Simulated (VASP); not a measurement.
# CoSi (rocksalt type) (Fm-3m) in VASP: further runs, part 2 of 2

VASP 6.6.1. The steps go on from the part before.

## Step 3: Single point, PBE (volume scaled by 0.88)

Input file INCAR:

```
PREC = Accurate
ENCUT = 520
EDIFF = 1E-6
ISMEAR = -1
SIGMA = 0.1
LREAL = False
LASPH = True
NELM = 100
ALGO = Normal
ISIF = 2
LWAVE = False
LCHARG = True
GGA = PE
LELF = True
LVHAR = True
NBANDS = 14
```

Input file KPOINTS:

```
Automatic mesh
0
Gamma
  16 16 16
```

Input file POSCAR:

```
CoSi
1.0
    0.0000000000      2.2350193021      2.2350193021
    2.2350193021      0.0000000000      2.2350193021
    2.2350193021      2.2350193021      0.0000000000
Co Si
1 1
Direct
    0.0000000000      0.0000000000      0.0000000000
    0.5000000000      0.5000000000      0.5000000000
```

Potentials or basis: VASP PAW PBE potentials, release 64 (Co, Si).

The run is started by

```sh
cat potpaw_PBE.64/Co/POTCAR potpaw_PBE.64/Si/POTCAR > POTCAR
mpirun -np 1 vasp_std > vasp.out
```

OUTCAR:

```text
PREC = Accurate
   ENCUT = 520
   EDIFF = 1E-6
   ISMEAR = -1
   LREAL = False
   LASPH = True
   NELM = 100
   ISIF = 2
   GGA = PE

 ion  position               nearest neighbor table
   1  0.000  0.000  0.000-   2 2.24   2 2.24   2 2.24   2 2.24   2 2.24   2 2.24
   2  0.500  0.500  0.500-   1 2.24   1 2.24   1 2.24   1 2.24   1 2.24   1 2.24

  LATTYP: Found a face centered cubic cell.
 ALAT       =     4.4700386042

  Lattice vectors:

 A1 = (   0.0000000000,   2.2350193021,   2.2350193021)
 A2 = (   2.2350193021,   0.0000000000,   2.2350193021)
 A3 = (   2.2350193021,   2.2350193021,   0.0000000000)

Analysis of symmetry for initial positions (statically):
=====================================================================
 Subroutine PRICEL returns:
 Original cell was already a primitive cell.

 Routine SETGRP: Setting up the symmetry group for a
 face centered cubic supercell.

 Subroutine GETGRP returns: Found 48 space group operations
 (whereof 48 operations were pure point group operations)
 out of a pool of 48 trial point group operations.

The static configuration has the point symmetry O_h .

Analysis of symmetry for dynamics (positions and initial velocities):
=====================================================================
 Subroutine PRICEL returns:
 Original cell was already a primitive cell.

 Routine SETGRP: Setting up the symmetry group for a
 face centered cubic supercell.

 Subroutine GETGRP returns: Found 48 space group operations
 (whereof 48 operations were pure point group operations)
 out of a pool of 48 trial point group operations.

The dynamic configuration has the point symmetry O_h .

 Subroutine INISYM returns: Found 48 space group operations
 (whereof 48 operations are pure point group operations),
 and found     1 'primitive' translations

----------------------------------------------------------------------------------------

                                     Primitive cell

  volume of cell :      22.3292

  direct lattice vectors                    reciprocal lattice vectors
     0.000000000  2.235019302  2.235019302    -0.223711714  0.223711714  0.223711714
     2.235019302  0.000000000  2.235019302     0.223711714 -0.223711714  0.223711714
     2.235019302  2.235019302  0.000000000     0.223711714  0.223711714 -0.223711714

  length of vectors
     3.160794609  3.160794609  3.160794609     0.387480056  0.387480056  0.387480056

  position of ions in fractional coordinates (direct lattice)
     0.000000000  0.000000000  0.000000000
     0.500000000  0.500000000  0.500000000

  ion indices of the primitive-cell ions
   primitive index   ion index
                 1           1
                 2           2

----------------------------------------------------------------------------------------

 KPOINTS: Automatic mesh

Automatic generation of k-mesh.
 Grid dimensions read from file:
 generate k-points for:   16   16   16

 Generating k-lattice:

  Cartesian coordinates                     Fractional coordinates (reciprocal lattice)
    -0.013981982  0.013981982  0.013981982     0.062500000  0.000000000  0.000000000
     0.013981982 -0.013981982  0.013981982     0.000000000  0.062500000  0.000000000
     0.013981982  0.013981982 -0.013981982     0.000000000  0.000000000  0.062500000

  Length of vectors
     0.024217503  0.024217503  0.024217503

  Shift w.r.t. Gamma in fractional coordinates (k-lattice)
     0.000000000  0.000000000  0.000000000

 Subroutine IBZKPT returns following result:
 ===========================================

 Found    145 irreducible k-points:

 Following reciprocal coordinates:
            Coordinates               Weight
  0.000000  0.000000  0.000000      1.000000
  0.062500  0.000000  0.000000      8.000000
  0.125000  0.000000  0.000000      8.000000
  0.187500  0.000000  0.000000      8.000000
  0.250000  0.000000  0.000000      8.000000
  0.312500  0.000000  0.000000      8.000000
[... 16 lines left out ...]
 -0.125000  0.062500  0.000000     24.000000
 -0.062500  0.062500  0.000000     12.000000
 [... further k-points ...]
   k-points           NKPTS =    145   k-points in BZ     NKDIM =    145   number of bands    NBANDS=     14
   number of dos      NEDOS =    301   number of ions     NIONS =      2
   total plane-waves  NPLWV =  13824
   dimension x,y,z NGX =    24 NGY =   24 NGZ =   24
   dimension x,y,z NGXF=    48 NGYF=   48 NGZF=   48
   ions per type =               1   1
   NGX,Y,Z   is equivalent  to a cutoff of  12.62, 12.62, 12.62 a.u.
   NGXF,Y,Z  is equivalent  to a cutoff of  25.25, 25.25, 25.25 a.u.
 SYSTEM =  unknown system
   PREC   = accura    normal or accurate (medium, high low for compatibility)
   ISTART =      0    job   : 0-new  1-cont  2-samecut
   ICHARG =      2    charge: 1-file 2-atom 10-const
   ISPIN  =      1    spin polarized calculation?
   LNONCOLLINEAR =      F non collinear calculations
   LSORBIT =      F    spin-orbit coupling
   LASPH  =      T    aspherical Exc in radial PAW
   ENCUT  =  520.0 eV  38.22 Ry    6.18 a.u.   5.88  5.88  5.88*2*pi/ulx,y,z
   NELM   =    100;   NELMIN=  2; NELMDL= -5     # of ELM steps
   EDIFF  = 0.1E-05   stopping-criterion for ELM
   LREAL  =      F    real-space projection
   EDIFFG = 0.1E-04   stopping-criterion for IOM
   NSW    =      0    number of steps for IOM
   IBRION =     -1    ionic relax: 0-MD 1-quasi-New 2-CG
   NFREE  =      0    steps in history (QN), initial steepest desc. (CG)
   ISIF   =      2    stress and relaxation
   ISYM   =      2    0-nonsym 1-usesym 2-fastsym
   POTIM  = 0.5000    time-step for ionic-motion
   TEBEG  =    0.0;   TEEND  =   0.0 temperature during run
   PSTRESS=    0.0 pullay stress
   NELECT =      13.0000    total number of electrons
   NUPDOWN=      -1.0000    fix difference up-down
   EMIN   =  10.00;   EMAX   =-10.00  energy-range for DOS
   EFERMI =   0.00;   METHOD = LEGACY
   ISMEAR =    -1;   SIGMA  =   0.10  broadening in eV -4-tet -1-fermi 0-gaus
   EFERMI_NEDOS =   21; number of points for ismear=-14 and -15
   IALGO  =     38    algorithm
   IMIX   =      4    mixing-type and parameters
     AMIX     =   0.40;   BMIX     =  1.00
     AMIX_MAG =   1.60;   BMIX_MAG =  1.00
  volume/ion in A,a.u.               =      11.16        75.34
  Fermi-wavevector in a.u.,A,eV,Ry     =   1.366988  2.583233 25.424607  1.868656
  Thomas-Fermi vector in A             =   2.493080
   LORBIT       =      0    0 simple, 1 ext, 2 COOP (PROOUT), +10 PAW based schemes
   GGA     = PE    functional components
[... 5 lines left out ...]
 non-spin polarized calculation
  energy-cutoff  :      520.00
  volume of cell :       22.33
 maximum number of plane-waves:       620
   NGX = 11   NGY = 11   NGZ = 11

 number of electron      13.0000003 magnetization

 Free energy of the ion-electron system (eV)
  ---------------------------------------------------
  ext. energy  EPLUGINS =         0.00000000
  ---------------------------------------------------
  free energy    TOTEN  =       -12.07724727 eV

  energy without entropy =      -12.03532819  energy(sigma->0) =      -12.05628773

 E-fermi :  11.7033     XC(G=0): -12.6567

 val. band max:       11.6730625415   @ k =  -0.3750   0.0625   0.0000
 cond. band min:      11.7132218633   @ k =  -0.4375   0.5000   0.0625
 fundamental gap:      0.0401593218
 Fermi energy:        11.7033368134

 k-point     1 :       0.0000    0.0000    0.0000
  band No.  band energies     occupation
      1      -1.5206      2.00000
      2       9.3032      2.00000
      3       9.3032      2.00000
      4       9.3032      2.00000
      5       9.4534      2.00000
      6       9.4534      2.00000
      7      16.7114      0.00000
      8      16.7114      0.00000
      9      16.7114      0.00000
     10      23.0192      0.00000
     11      23.0192      0.00000
     12      23.0192      0.00000
     13      23.8390      0.00000
     14      28.0689      0.00000
[... 375 lines left out ...]
 k-point    24 :      -0.0625    0.0625    0.0000
  band No.  band energies     occupation
      1      -1.2864      2.00000
      2       9.1400      2.00000
      3       9.2375      2.00000
      4       9.2908      2.00000
      5       9.3747      2.00000
      6       9.5062      2.00000
      7      15.9978      0.00000
      8      16.3504      0.00000
      9      17.1384      0.00000
     10      21.8870      0.00000
     11      23.1056      0.00000
     12      23.1067      0.00000
     13      25.5891      0.00000
     14      25.7392      0.00000

 [... further k-points ...]

------------------------ aborting loop because EDIFF is reached ----------------------------------------

  FORCE on cell =-STRESS in cart. coord.  units (eV):
  Direction    XX          YY          ZZ          XY          YZ          ZX
  --------------------------------------------------------------------------------------
  -------------------------------------------------------------------------------------
  Total        3.7910204      3.7910204      3.7910204     -0.0000000      0.0000000     -0.0000000
  in kB      272.0150111    272.0150111    272.0150111     -0.0000000      0.0000000     -0.0000000
  external PRESSURE =     272.0150111 kB  Pullay stress =       0.0000000 kB

 VOLUME and BASIS-vectors are now :
 -----------------------------------------------------------------------------
  energy-cutoff  :      520.00
  volume of cell :       22.33
      direct lattice vectors                 reciprocal lattice vectors
     0.000000000  2.235019302  2.235019302    -0.223711714  0.223711714  0.223711714
     2.235019302  0.000000000  2.235019302     0.223711714 -0.223711714  0.223711714
     2.235019302  2.235019302  0.000000000     0.223711714  0.223711714 -0.223711714

 POSITION                                       TOTAL-FORCE (eV/Angst)
 -----------------------------------------------------------------------------------
      0.00000      0.00000      0.00000         0.000000      0.000000     -0.000000
      2.23502      2.23502      2.23502        -0.000000     -0.000000      0.000000
 -----------------------------------------------------------------------------------
    total drift:                                0.000000     -0.000000     -0.000000

  FREE ENERGIE OF THE ION-ELECTRON SYSTEM (eV)
  ---------------------------------------------------
  free  energy   TOTEN  =       -12.0772472668 eV

  energy  without entropy=      -12.0353281851  energy(sigma->0) =      -12.05628773
```

OSZICAR:

```text
N       E                     dE             d eps       ncg     rms          rms(c)
DAV:   1     0.461231150059E+02    0.46123E+02   -0.54848E+03  4132   0.963E+02
DAV:   2    -0.111625803683E+02   -0.57286E+02   -0.52135E+02  4582   0.190E+02
DAV:   3    -0.132294627726E+02   -0.20669E+01   -0.20408E+01  4954   0.393E+01
DAV:   4    -0.132581151271E+02   -0.28652E-01   -0.28639E-01  4868   0.428E+00
DAV:   5    -0.132588814305E+02   -0.76630E-03   -0.76627E-03  5092   0.714E-01    0.135E+01
DAV:   6    -0.153343435609E+02   -0.20755E+01   -0.35296E+01  4294   0.837E+01    0.141E+01
DAV:   7    -0.120859619608E+02    0.32484E+01   -0.15122E+01  4576   0.569E+01    0.271E+00
DAV:   8    -0.120833172013E+02    0.26448E-02   -0.13423E-01  4360   0.249E+00    0.125E+00
DAV:   9    -0.120772133205E+02    0.61039E-02   -0.20022E-02  5736   0.171E+00    0.202E-01
DAV:  10    -0.120772601872E+02   -0.46867E-04   -0.53352E-04  5336   0.281E-01    0.825E-02
DAV:  11    -0.120772493216E+02    0.10866E-04   -0.69756E-05  5770   0.106E-01    0.118E-02
DAV:  12    -0.120772474433E+02    0.18783E-05   -0.18923E-06  3464   0.136E-02    0.433E-03
DAV:  13    -0.120772472668E+02    0.17650E-06   -0.36430E-07  2528   0.567E-03
   1 F= -.12077247E+02 E0= -.12056288E+02  d E =-.419191E-01
```

stdout:

```text
POSCAR found type information on POSCAR CoSi
 POSCAR found :  2 types and       2 ions
 scaLAPACK will be used
 LDA part: xc-table for (Slater+PW92), standard interpolation
 POSCAR, INCAR and KPOINTS ok, starting setup
 FFT: planning ... GRIDC
 FFT: planning ... GRID_SOFT
 FFT: planning ... GRID
 WAVECAR not read
 entering main loop
```

Wall time 22 s (1 thread of Intel Xeon Platinum 8259CL at 2.50GHz (Skylake/Cascade Lake), shared host); peak memory 0.17 GiB.

What came out:

* Free energy: -12.0772 eV
* Pressure: 27.2 GPa

 Spin polarisation is off, so any magnetic state and its effect on volume and gap are missing.

## Step 4: Single point, PBE (volume scaled by 0.88)

Input file INCAR:

```
SYSTEM = CoSi
  ALGO = Normal
  EDIFF = 1E-6
  ENCUT = 520
  GGA = PE
  ISIF = 2
  ISMEAR = -1
  LASPH = .True.
  LCHARG = .False.
  LREAL = .False.
  LWAVE = .False.
  NBANDS = 14
  NELM = 80
  PREC = Accurate
  SIGMA = 0.1
```

Input file KPOINTS:

```
k-points
0
Gamma
  16 16 16
  0 0 0
```

POSCAR is that of step 3.

Potentials or basis: VASP PAW PBE potentials, release 64 (Co, Si).

The run is started by

```sh
cat potpaw_PBE.64/Co/POTCAR potpaw_PBE.64/Si/POTCAR > POTCAR
mpirun -np 1 vasp_std > vasp.out
```

OUTCAR:

```text
SYSTEM = CoSi
   EDIFF = 1E-6
   ENCUT = 520
   GGA = PE
   ISIF = 2
   ISMEAR = -1
   LASPH = .True.
   LREAL = .False.
   NELM = 80
   PREC = Accurate

 ion  position               nearest neighbor table
   1  0.000  0.000  0.000-   2 2.24   2 2.24   2 2.24   2 2.24   2 2.24   2 2.24
   2  0.500  0.500  0.500-   1 2.24   1 2.24   1 2.24   1 2.24   1 2.24   1 2.24

  LATTYP: Found a face centered cubic cell.
 ALAT       =     4.4700386042

  Lattice vectors:

 A1 = (   0.0000000000,   2.2350193021,   2.2350193021)
 A2 = (   2.2350193021,   0.0000000000,   2.2350193021)
 A3 = (   2.2350193021,   2.2350193021,   0.0000000000)

Analysis of symmetry for initial positions (statically):
=====================================================================
 Subroutine PRICEL returns:
 Original cell was already a primitive cell.

 Routine SETGRP: Setting up the symmetry group for a
 face centered cubic supercell.

 Subroutine GETGRP returns: Found 48 space group operations
 (whereof 48 operations were pure point group operations)
 out of a pool of 48 trial point group operations.

The static configuration has the point symmetry O_h .

Analysis of symmetry for dynamics (positions and initial velocities):
=====================================================================
 Subroutine PRICEL returns:
 Original cell was already a primitive cell.

 Routine SETGRP: Setting up the symmetry group for a
 face centered cubic supercell.

 Subroutine GETGRP returns: Found 48 space group operations
 (whereof 48 operations were pure point group operations)
 out of a pool of 48 trial point group operations.

The dynamic configuration has the point symmetry O_h .

 Subroutine INISYM returns: Found 48 space group operations
 (whereof 48 operations are pure point group operations),
 and found     1 'primitive' translations

----------------------------------------------------------------------------------------

                                     Primitive cell
[... 114 lines left out ...]
  Thomas-Fermi vector in A             =   2.493080
   LORBIT       =      0    0 simple, 1 ext, 2 COOP (PROOUT), +10 PAW based schemes
   GGA     = PE    functional components
[... 5 lines left out ...]
 non-spin polarized calculation
  energy-cutoff  :      520.00
  volume of cell :       22.33
 maximum number of plane-waves:       620
   NGX = 11   NGY = 11   NGZ = 11

 number of electron      13.0000003 magnetization

 Free energy of the ion-electron system (eV)
  ---------------------------------------------------
  ext. energy  EPLUGINS =         0.00000000
  ---------------------------------------------------
  free energy    TOTEN  =       -12.07724727 eV

  energy without entropy =      -12.03532819  energy(sigma->0) =      -12.05628773

 E-fermi :  11.7033     XC(G=0): -12.6567

 val. band max:       11.6730625415   @ k =  -0.3750   0.0625   0.0000
 cond. band min:      11.7132218633   @ k =  -0.4375   0.5000   0.0625
 fundamental gap:      0.0401593218
 Fermi energy:        11.7033368134

 k-point     1 :       0.0000    0.0000    0.0000
  band No.  band energies     occupation
      1      -1.5206      2.00000
      2       9.3032      2.00000
      3       9.3032      2.00000
      4       9.3032      2.00000
      5       9.4534      2.00000
      6       9.4534      2.00000
      7      16.7114      0.00000
      8      16.7114      0.00000
      9      16.7114      0.00000
     10      23.0192      0.00000
     11      23.0192      0.00000
     12      23.0192      0.00000
     13      23.8390      0.00000
     14      28.0689      0.00000
[... 377 lines left out ...]
      1      -1.2864      2.00000
      2       9.1400      2.00000
      3       9.2375      2.00000
      4       9.2908      2.00000
      5       9.3747      2.00000
      6       9.5062      2.00000
      7      15.9978      0.00000
      8      16.3504      0.00000
      9      17.1384      0.00000
     10      21.8870      0.00000
     11      23.1056      0.00000
     12      23.1067      0.00000
     13      25.5891      0.00000
     14      25.7392      0.00000

 [... further k-points ...]

------------------------ aborting loop because EDIFF is reached ----------------------------------------

  FORCE on cell =-STRESS in cart. coord.  units (eV):
  Direction    XX          YY          ZZ          XY          YZ          ZX
  --------------------------------------------------------------------------------------
  -------------------------------------------------------------------------------------
  Total        3.7910204      3.7910204      3.7910204     -0.0000000      0.0000000     -0.0000000
  in kB      272.0150111    272.0150111    272.0150111     -0.0000000      0.0000000     -0.0000000
  external PRESSURE =     272.0150111 kB  Pullay stress =       0.0000000 kB

 VOLUME and BASIS-vectors are now :
 -----------------------------------------------------------------------------
  energy-cutoff  :      520.00
  volume of cell :       22.33
      direct lattice vectors                 reciprocal lattice vectors
     0.000000000  2.235019302  2.235019302    -0.223711714  0.223711714  0.223711714
     2.235019302  0.000000000  2.235019302     0.223711714 -0.223711714  0.223711714
     2.235019302  2.235019302  0.000000000     0.223711714  0.223711714 -0.223711714

 POSITION                                       TOTAL-FORCE (eV/Angst)
 -----------------------------------------------------------------------------------
      0.00000      0.00000      0.00000         0.000000      0.000000     -0.000000
      2.23502      2.23502      2.23502        -0.000000     -0.000000      0.000000
 -----------------------------------------------------------------------------------
    total drift:                                0.000000     -0.000000     -0.000000

  FREE ENERGIE OF THE ION-ELECTRON SYSTEM (eV)
  ---------------------------------------------------
  free  energy   TOTEN  =       -12.0772472668 eV

  energy  without entropy=      -12.0353281851  energy(sigma->0) =      -12.05628773
```

OSZICAR:

```text
N       E                     dE             d eps       ncg     rms          rms(c)
DAV:   1     0.461231150059E+02    0.46123E+02   -0.54848E+03  4132   0.963E+02
DAV:   2    -0.111625803683E+02   -0.57286E+02   -0.52135E+02  4582   0.190E+02
DAV:   3    -0.132294627726E+02   -0.20669E+01   -0.20408E+01  4954   0.393E+01
DAV:   4    -0.132581151271E+02   -0.28652E-01   -0.28639E-01  4868   0.428E+00
DAV:   5    -0.132588814305E+02   -0.76630E-03   -0.76627E-03  5092   0.714E-01    0.135E+01
DAV:   6    -0.153343435609E+02   -0.20755E+01   -0.35296E+01  4294   0.837E+01    0.141E+01
DAV:   7    -0.120859619608E+02    0.32484E+01   -0.15122E+01  4576   0.569E+01    0.271E+00
DAV:   8    -0.120833172013E+02    0.26448E-02   -0.13423E-01  4360   0.249E+00    0.125E+00
DAV:   9    -0.120772133205E+02    0.61039E-02   -0.20022E-02  5736   0.171E+00    0.202E-01
DAV:  10    -0.120772601872E+02   -0.46867E-04   -0.53352E-04  5336   0.281E-01    0.825E-02
DAV:  11    -0.120772493216E+02    0.10866E-04   -0.69756E-05  5770   0.106E-01    0.118E-02
DAV:  12    -0.120772474433E+02    0.18783E-05   -0.18923E-06  3464   0.136E-02    0.433E-03
DAV:  13    -0.120772472668E+02    0.17650E-06   -0.36430E-07  2528   0.567E-03
   1 F= -.12077247E+02 E0= -.12056288E+02  d E =-.419191E-01
```

Wall time 30 s (1 thread of Intel Xeon Platinum 8259CL at 2.50GHz (Skylake/Cascade Lake), shared host); peak memory 0.17 GiB.

What came out:

```yaml
Free_energy: -12.0772 eV
Pressure: 27.2 GPa
```

Levels at points of the mesh, in eV from the Fermi level:
```csv
k point,band 4,band 5,band 6,band 7,band 8,band 9
"(0.00, 0.00, 0.00)",-2.40,-2.25,-2.25,5.01,5.01,5.01
"(0.50, 0.00, 0.00)",-3.48,-1.13,-1.13,-0.27,7.03,7.03
"(0.50, 0.50, 0.00)",-1.70,-0.84,-0.84,0.02,0.02,0.30
```

 Spin polarisation is off, so any magnetic state and its effect on volume and gap are missing.
